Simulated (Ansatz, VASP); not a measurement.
## One calculation of SiC3, two programs

```
CELL_PARAMETERS angstrom
2.51357 0.00000 0.00000
-1.25679 2.17682 0.00000
0.00000 0.00000 6.52424
ATOMIC_POSITIONS crystal
Si 0.66667 0.33333 0.50000
C 0.33333 0.66667 0.86841
C 0.33333 0.66667 0.13159
C 0.66667 0.33333 0.00000
```

Alike in both runs: task relaxation of cell and atoms; functional PBE; k mesh 24 × 24 × 8; occupations gaussian, width 0.1 eV; no spin polarisation.

|  | VASP | Ansatz |
| --- | --- | --- |
| version | VASP 6.6.1 | Ansatz 0.2.0 |
| potentials or method | VASP PAW PBE potentials, release 64 (Si, C), cutoff 600 eV | scalar-relativistic, plane waves, PAW |
| valence electrons in the cell | 16 | 16 |

Ansatz gave:

```
gap on the k mesh at the Fermi level, each at its own relaxed structure (eV) : none
relaxed volume (Å³/atom)                                                     : 9.18
relaxed length of the cell vector where the two differ most in proportion (Å)              : 6.720
```

Q: Estimate VASP's values.

A: gap on the k mesh at the Fermi level, each at its own relaxed structure (eV): none; relaxed volume (Å³/atom): 9.16; relaxed length of the cell vector where the two differ most in proportion (Å): 6.710.

A gap of «none» marks a metal or a gap that the smearing closes.
